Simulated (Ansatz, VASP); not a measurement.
# GaN in VASP and in Ansatz

```
Ga N
1.0
     3.26273    0.00000    0.00000
    -1.63136    2.82561    0.00000
     0.00000    0.00000    5.12270
Ga N
2 2
Direct
  0.33333 0.66667 0.99628
  0.66667 0.33333 0.49628
  0.33333 0.66667 0.37872
  0.66667 0.33333 0.87872
```

Change from the starting cell: epitaxial_xy strain +2.5%.

Alike in both runs: task single point; functional PBE; k mesh 12 × 12 × 6; occupations fermi-dirac, width 0.02 eV; no spin polarisation.

|  | VASP | Ansatz |
| --- | --- | --- |
| version | VASP 6.6.1 | Ansatz 0.2.0 |
| potentials or method | VASP PAW PBE potentials, release 64 (Ga_d, N) | plane waves, PAW |
| plane-wave cutoff (eV) | 520 | 420 |
| valence electrons in the cell | 36 | 36 |

|  | VASP | Ansatz | Ansatz less VASP |
| --- | --- | --- | --- |
| gap on the k mesh at the Fermi level (eV) | 1.63 | 1.63 | -0.005 |
| pressure (GPa) | -0.5 | -0.7 | -0.13 |
| traceless stress, the component that is largest in VASP (GPa) | 6.61 | 6.58 | -0.032 |
| rms of the force components (eV/Å) | 0.011 | 0.013 | +0.0015 |

Atom by atom the forces differ by 0.001 eV/Å (rms over components).
